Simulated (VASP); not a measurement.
# PrSi2Pt (P6/mmm) in VASP: single point with PBE

Aim: the single point of PrSi2Pt with PBE.

Everything below comes from runs of VASP 6.6.1. Logs are shortened: lines on timing, memory, paths and dates and some standing lists are left out, and cuts for length are marked.

## Step 1: The cell of the first run

It takes space group P6/mmm (No. 191, hexagonal). The conventional cell has a = 4.330 Å, b = 4.330 Å, c = 5.339 Å, α = 90.00°, β = 90.00°, γ = 120.00°. Pr (site symmetry 6/mmm) has 6 Si at 2.50 Å and 2 Pt at 2.67 Å within 3.3 Å. Si (site symmetry -6m2) has 3 Si at 2.50 Å and 3 Pr at 2.50 Å within 3.3 Å. Within 3.5 Å of Pt (site symmetry 6/mmm) lie 2 Pr at 2.67 Å.

The cell was generated, and may not be a known phase.

## Step 2: Single point, PBE

INCAR reads:

```
PREC     = Accurate       # precision mode
ENCUT    = 520            # plane-wave cutoff, eV
EDIFF    = 1E-7           # SCF threshold, eV
ISMEAR   = 0              # smearing method
SIGMA    = 0.1            # smearing width, eV
LREAL    = False          # projectors in reciprocal space
LASPH    = True           # aspherical terms in the spheres
NELM     = 80             # most SCF steps
ALGO     = Normal         # electronic algorithm
ISIF     = 2              # what is computed and relaxed
LWAVE    = False          # write WAVECAR
LCHARG   = False          # write CHGCAR
GGA      = PE             # functional
NBANDS   = 24             # bands
```

KPOINTS reads:

```
regular mesh
0
Gamma
  6 6 4
```

POSCAR reads:

```
PrSi2Pt
1.0
    4.3295400400      0.0000000000      0.0000000000
   -2.1647700200      3.7494916600      0.0000000000
    0.0000000000      0.0000000000      5.3385539600
Pr Si Pt
1 2 1
Direct
    0.0000000000      0.0000000000      0.0000000000
    0.3333333300      0.6666666700      0.0000000000
    0.6666666700      0.3333333300      0.0000000000
    0.0000000000      0.0000000000      0.5000000000
```

Potentials or basis: VASP PAW PBE potentials, release 64 (Pr, Si, Pt).

Started as:

```
$ cat potpaw_PBE.64/Pr/POTCAR potpaw_PBE.64/Si/POTCAR potpaw_PBE.64/Pt/POTCAR > POTCAR
$ mpirun -np 1 vasp_std > vasp.out
```

OUTCAR:

```text
PREC = Accurate
   ENCUT = 520
   EDIFF = 1E-7
   ISMEAR = 0
   LREAL = False
   LASPH = True
   NELM = 80
   ISIF = 2
   GGA = PE

 ion  position               nearest neighbor table
   1  0.000  0.000  0.000-   2 2.50   3 2.50   2 2.50   3 2.50   3 2.50   2 2.50   4 2.67   4 2.67

   2  0.333  0.667  0.000-   3 2.50   1 2.50   3 2.50   1 2.50   1 2.50   3 2.50
   3  0.667  0.333  0.000-   2 2.50   1 2.50   2 2.50   1 2.50   1 2.50   2 2.50
   4  0.000  0.000  0.500-   1 2.67   1 2.67

  LATTYP: Found a hexagonal cell.
 ALAT       =     4.3295400400
 C/A-ratio  =     1.2330533753

  Lattice vectors:

 A1 = (   4.3295400400,   0.0000000000,   0.0000000000)
 A2 = (  -2.1647700200,   3.7494916600,   0.0000000000)
 A3 = (   0.0000000000,   0.0000000000,   5.3385539600)

Analysis of symmetry for initial positions (statically):
=====================================================================
 Subroutine PRICEL returns:
 Original cell was already a primitive cell.

 Routine SETGRP: Setting up the symmetry group for a
 hexagonal supercell.

 Subroutine GETGRP returns: Found 24 space group operations
 (whereof 24 operations were pure point group operations)
 out of a pool of 24 trial point group operations.

The static configuration has the point symmetry D_6h.

Analysis of symmetry for dynamics (positions and initial velocities):
=====================================================================
 Subroutine PRICEL returns:
 Original cell was already a primitive cell.

 Routine SETGRP: Setting up the symmetry group for a
 hexagonal supercell.

 Subroutine GETGRP returns: Found 24 space group operations
 (whereof 24 operations were pure point group operations)
 out of a pool of 24 trial point group operations.

The dynamic configuration has the point symmetry D_6h.

 Subroutine INISYM returns: Found 24 space group operations
 (whereof 24 operations are pure point group operations),
 and found     1 'primitive' translations

----------------------------------------------------------------------------------------

                                     Primitive cell

  volume of cell :      86.6638

  direct lattice vectors                    reciprocal lattice vectors
     4.329540040  0.000000000  0.000000000     0.230971417  0.133351410  0.000000000
    -2.164770020  3.749491660  0.000000000     0.000000000  0.266702820  0.000000000
     0.000000000  0.000000000  5.338553960     0.000000000  0.000000000  0.187316642

  length of vectors
     4.329540040  4.329540039  5.338553960     0.266702820  0.266702820  0.187316642

  position of ions in fractional coordinates (direct lattice)
     0.000000000  0.000000000  0.000000000
     0.333333330  0.666666670  0.000000000
     0.666666670  0.333333330  0.000000000
     0.000000000  0.000000000  0.500000000

  ion indices of the primitive-cell ions
   primitive index   ion index
                 1           1
                 2           2
                 3           3
                 4           4

----------------------------------------------------------------------------------------

 KPOINTS: regular mesh

Automatic generation of k-mesh.
 Grid dimensions read from file:
 generate k-points for:    6    6    4

 Generating k-lattice:

  Cartesian coordinates                     Fractional coordinates (reciprocal lattice)
     0.038495236  0.022225235  0.000000000     0.166666667 -0.000000000  0.000000000
     0.000000000  0.044450470  0.000000000     0.000000000  0.166666667  0.000000000
     0.000000000  0.000000000  0.046829160     0.000000000  0.000000000  0.250000000

  Length of vectors
     0.044450470  0.044450470  0.046829160

  Shift w.r.t. Gamma in fractional coordinates (k-lattice)
     0.000000000  0.000000000  0.000000000

 Subroutine IBZKPT returns following result:
 ===========================================

 Found     21 irreducible k-points:

 Following reciprocal coordinates:
            Coordinates               Weight
  0.000000  0.000000  0.000000      1.000000
  0.166667 -0.000000  0.000000      6.000000
  0.333333  0.000000  0.000000      6.000000
  0.500000  0.000000  0.000000      3.000000
  0.166667  0.166667  0.000000      6.000000
  0.333333  0.166667  0.000000     12.000000
[... 13 lines left out ...]
  0.333333  0.166667  0.500000     12.000000
  0.333333  0.333333  0.500000      2.000000
   k-points           NKPTS =     21   k-points in BZ     NKDIM =     21   number of bands    NBANDS=     24
   number of dos      NEDOS =    301   number of ions     NIONS =      4
   total plane-waves  NPLWV =  40960
   dimension x,y,z NGX =    32 NGY =   32 NGZ =   40
   dimension x,y,z NGXF=    64 NGYF=   64 NGZF=   80
   ions per type =               1   2   1
   NGX,Y,Z   is equivalent  to a cutoff of  12.29, 12.29, 12.46 a.u.
   NGXF,Y,Z  is equivalent  to a cutoff of  24.57, 24.57, 24.91 a.u.
 SYSTEM =  unknown system
   PREC   = accura    normal or accurate (medium, high low for compatibility)
   ISTART =      0    job   : 0-new  1-cont  2-samecut
   ICHARG =      2    charge: 1-file 2-atom 10-const
   ISPIN  =      1    spin polarized calculation?
   LNONCOLLINEAR =      F non collinear calculations
   LSORBIT =      F    spin-orbit coupling
   LASPH  =      T    aspherical Exc in radial PAW
   ENCUT  =  520.0 eV  38.22 Ry    6.18 a.u.   8.05  8.05  9.93*2*pi/ulx,y,z
   NELM   =     80;   NELMIN=  2; NELMDL= -5     # of ELM steps
   EDIFF  = 0.1E-06   stopping-criterion for ELM
   LREAL  =      F    real-space projection
   EDIFFG = 0.1E-05   stopping-criterion for IOM
   NSW    =      0    number of steps for IOM
   IBRION =     -1    ionic relax: 0-MD 1-quasi-New 2-CG
   NFREE  =      0    steps in history (QN), initial steepest desc. (CG)
   ISIF   =      2    stress and relaxation
   ISYM   =      2    0-nonsym 1-usesym 2-fastsym
   POTIM  = 0.5000    time-step for ionic-motion
   TEBEG  =    0.0;   TEEND  =   0.0 temperature during run
   PSTRESS=    0.0 pullay stress
   NELECT =      31.0000    total number of electrons
   NUPDOWN=      -1.0000    fix difference up-down
   EMIN   =  10.00;   EMAX   =-10.00  energy-range for DOS
   EFERMI =   0.00;   METHOD = LEGACY
   ISMEAR =     0;   SIGMA  =   0.10  broadening in eV -4-tet -1-fermi 0-gaus
   EFERMI_NEDOS =   21; number of points for ismear=-14 and -15
   IALGO  =     38    algorithm
   IMIX   =      4    mixing-type and parameters
     AMIX     =   0.40;   BMIX     =  1.00
     AMIX_MAG =   1.60;   BMIX_MAG =  1.00
  volume/ion in A,a.u.               =      21.67       146.21
  Fermi-wavevector in a.u.,A,eV,Ry     =   1.162116  2.196081 18.374852  1.350514
  Thomas-Fermi vector in A             =   2.298681
   LORBIT       =      0    0 simple, 1 ext, 2 COOP (PROOUT), +10 PAW based schemes
   GGA     = PE    functional components
   LHFCALC =     F    Hartree Fock is set to
   AEXX    =    0.0000 exact exchange contribution
   IVDW    =     0    specifies the selected vdW correction
   LEPSILON=     F    determine dielectric tensor
   LRPA    =     F    only Hartree local field effects (RPA)
 non-spin polarized calculation
 Gauss-broadening in eV      SIGMA  =   0.10
  energy-cutoff  :      520.00
  volume of cell :       86.66
 maximum number of plane-waves:      2360
   NGX = 17   NGY = 17   NGZ = 19

 number of electron      31.0000003 magnetization

 Free energy of the ion-electron system (eV)
  ---------------------------------------------------
  ext. energy  EPLUGINS =         0.00000000
  ---------------------------------------------------
  free energy    TOTEN  =       -17.01547688 eV

  energy without entropy =      -16.94915780  energy(sigma->0) =      -16.98231734

 E-fermi :   6.1449     XC(G=0): -10.2635

 val. band max:        6.1427308863   @ k =   0.3333   0.1667   0.0000
 cond. band min:       6.1464578413   @ k =   0.5000   0.0000   0.2500
 fundamental gap:      0.0037269550
 Fermi energy:         6.1449441924

 k-point     1 :       0.0000    0.0000    0.0000
  band No.  band energies     occupation
      1     -29.2685      2.00000
      2     -11.9125      2.00000
      3     -11.9125      2.00000
      4     -11.4875      2.00000
      5      -4.2819      2.00000
      6       1.0310      2.00000
[... 16 lines left out ...]
     23      10.0653      0.00000
     24      10.0653      0.00000

 k-point     2 :       0.1667   -0.0000    0.0000
  band No.  band energies     occupation
      1     -29.2599      2.00000
      2     -12.1196      2.00000
      3     -11.9516      2.00000
      4     -11.4726      2.00000
      5      -3.6953      2.00000
      6       0.1608      2.00000
[... 16 lines left out ...]
     23       9.2269      0.00000
     24       9.7471      0.00000

 k-point     3 :       0.3333    0.0000    0.0000
  band No.  band energies     occupation
      1     -29.2426      2.00000
      2     -12.4847      2.00000
      3     -12.0278      2.00000
      4     -11.4426      2.00000
      5      -2.5329      2.00000
      6      -0.4810      2.00000
[... 16 lines left out ...]
     23       8.2161      0.00000
     24       8.6373      0.00000

 k-point     4 :       0.5000    0.0000    0.0000
  band No.  band energies     occupation
      1     -29.2339      2.00000
      2     -12.6486      2.00000
      3     -12.0649      2.00000
      4     -11.4274      2.00000
      5      -2.1542      2.00000
      6      -0.1967      2.00000
[... 16 lines left out ...]
     23       7.6349      0.00000
     24       7.9040      0.00000

 k-point     5 :       0.1667    0.1667    0.0000
  band No.  band energies     occupation
      1     -29.2470      2.00000
      2     -12.3627      2.00000
      3     -12.0503      2.00000
      4     -11.4501      2.00000
      5      -2.7275      2.00000
      6      -0.5174      2.00000
[... 370 lines left out ...]
 k-point    19 :       0.1667    0.1667    0.5000
  band No.  band energies     occupation
      1     -29.2325      2.00000
      2     -12.3705      2.00000
      3     -12.0590      2.00000
      4     -11.7167      2.00000
      5      -2.6626      2.00000
      6      -0.4678      2.00000
[... 16 lines left out ...]
     23       7.3802      0.00000
     24       8.2686      0.00000

 k-point    20 :       0.3333    0.1667    0.5000
  band No.  band energies     occupation
      1     -29.2195      2.00000
      2     -12.5664      2.00000
      3     -12.1817      2.00000
      4     -11.6935      2.00000
      5      -1.6475      2.00000
      6      -0.5322      2.00000
[... 16 lines left out ...]
     23       7.1559      0.00000
     24       8.0522      0.00000

 k-point    21 :       0.3333    0.3333    0.5000
  band No.  band energies     occupation
      1     -29.2152      2.00000
      2     -12.4327      2.00000
      3     -12.4327      2.00000
      4     -11.6858      2.00000
      5      -0.6804      2.00000
      6      -0.6804      2.00000
[... 16 lines left out ...]
     23       7.7811      0.00000
     24       7.7811      0.00000

------------------------ aborting loop because EDIFF is reached ----------------------------------------

  FORCE on cell =-STRESS in cart. coord.  units (eV):
  Direction    XX          YY          ZZ          XY          YZ          ZX
  --------------------------------------------------------------------------------------
  -------------------------------------------------------------------------------------
  Total       15.2843635     15.2843635     -2.9902294     -0.0000000     -0.0000000      0.0000000
  in kB      282.5661616    282.5661614    -55.2811799     -0.0000000     -0.0000000      0.0000000
  external PRESSURE =     169.9503810 kB  Pullay stress =       0.0000000 kB

 VOLUME and BASIS-vectors are now :
 -----------------------------------------------------------------------------
  energy-cutoff  :      520.00
  volume of cell :       86.66
      direct lattice vectors                 reciprocal lattice vectors
     4.329540040  0.000000000  0.000000000     0.230971417  0.133351410  0.000000000
    -2.164770020  3.749491660  0.000000000     0.000000000  0.266702820  0.000000000
     0.000000000  0.000000000  5.338553960     0.000000000  0.000000000  0.187316642

 POSITION                                       TOTAL-FORCE (eV/Angst)
 -----------------------------------------------------------------------------------
      0.00000      0.00000      0.00000        -0.000000      0.000000      0.000000
     -0.00000      2.49966      0.00000         0.000000     -0.000000      0.000000
      2.16477      1.24983      0.00000        -0.000000      0.000000     -0.000000
      0.00000      0.00000      2.66928        -0.000000      0.000000      0.000000
 -----------------------------------------------------------------------------------
    total drift:                                0.000000     -0.000000      0.000000

  FREE ENERGIE OF THE ION-ELECTRON SYSTEM (eV)
  ---------------------------------------------------
  free  energy   TOTEN  =       -17.0154768814 eV

  energy  without entropy=      -16.9491578027  energy(sigma->0) =      -16.98231734
```

It took 98 s on 1 thread of Intel Xeon Platinum 8259CL at 2.50GHz (Skylake/Cascade Lake), shared host; peak memory 0.22 GiB.

What came out:

| Property | Result |
| --- | --- |
| Free energy | -17.0155 eV |
| Pressure | 17.0 GPa |
| Band gap on the k mesh | zero (an odd number of electrons rules out a gap without spin polarisation) |

Stress tensor (GPa, compression positive):
```
28.26  0.00  0.00
 0.00 28.26  0.00
 0.00  0.00 -5.53
```

Caveat: the stress differs along the axes, from -6 to 28 GPa; spin-orbit coupling is left out, which moves the levels of the heavy elements; semilocal functionals describe open f shells poorly, which spoils levels, moments and volumes.
